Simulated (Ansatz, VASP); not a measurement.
SbPt: VASP beside Ansatz

INCAR

```
SYSTEM = SbPt
PREC = Accurate
ENCUT = 520
EDIFF = 1E-6
ISMEAR = -1
SIGMA = 0.08
LREAL = .FALSE.
LASPH = .TRUE.
NELM = 60
ALGO = Normal
ISIF = 2
LWAVE = .FALSE.
LCHARG = .FALSE.
NBANDS = 23
```

File KPOINTS:

```
regular mesh
0
G
  11 11 8
  0 0 0
```

The input POSCAR:

```
SbPt
1.0
    4.1299978706      0.0000000000      0.0000000000
   -2.0649989353      3.5766830735      0.0000000000
    0.0000000000      0.0000000000      5.5267200000
Sb Pt
2 2
Direct
    0.3333333333      0.6666666667      0.2500000000
    0.6666666667      0.3333333333      0.7500000000
    0.0000000000      0.0000000000      0.0000000000
    0.0000000000      0.0000000000      0.5000000000
```

Input for Ansatz:

```yaml
crystal:
  lattice:
    - [4.1299978706, 0.0, 0.0]
    - [-2.0649989353, 3.5766830735, 0.0]
    - [0.0, 0.0, 5.52672]
  atoms:
    - { symbol: Sb, position: [0.3333333333, 0.6666666667, 0.25] }
    - { symbol: Sb, position: [0.6666666667, 0.3333333333, 0.75] }
    - { symbol: Pt, position: [0.0, 0.0, 0.0] }
    - { symbol: Pt, position: [0.0, 0.0, 0.5] }
kpoints:
  mp_grid: { grid: [11, 11, 8] }
  band_path:
    path:
      - [0.0, 0.0, 0.0]
      - [0.5, 0.0, 0.0]
      - [0.3333333333, 0.3333333333, 0.0]
      - [0.0, 0.0, 0.0]
      - [0.0, 0.0, 0.5]
      - [0.5, 0.0, 0.5]
      - [0.3333333333, 0.3333333333, 0.5]
      - [0.0, 0.0, 0.5]
      - [0.5, 0.0, 0.5]
    npoints: 5
scf:
  occupations: { method: fermi_dirac, width: 0.08 }
hamiltonian:
  xc: lda
  pseudopotentials: { kind: all_electron, lapw: { basis_error: 0.0005 } }
output:
  forces: true
  stress: true
  eigenvalues: true
```

Change from the starting cell: zz strain of +1 %.

Alike in both runs: task single point; functional LDA; k mesh 11 × 11 × 8; occupations fermi-dirac, width 0.08 eV; no spin polarisation.

```csv
,VASP,Ansatz
version,VASP 6.6.1,Ansatz 0.2.0
potentials or method,"VASP PAW LDA potentials, release 64 (Sb, Pt), cutoff 520 eV","all-electron LAPW, scalar-relativistic"
```

Ansatz gave:

- pressure (GPa): -1.6
- traceless stress, the component that is largest in VASP (GPa): -1.78

Q: Estimate VASP's values.

A: Pressure (GPa): -1.4; traceless stress, the component that is largest in VASP (GPa): -1.65.

LDA's correlation is that of Perdew and Zunger in VASP and of Perdew and Wang (1992) in Ansatz. Ansatz ran all-electron here, and VASP with PAW potentials.

Neither program's run includes spin-orbit coupling.
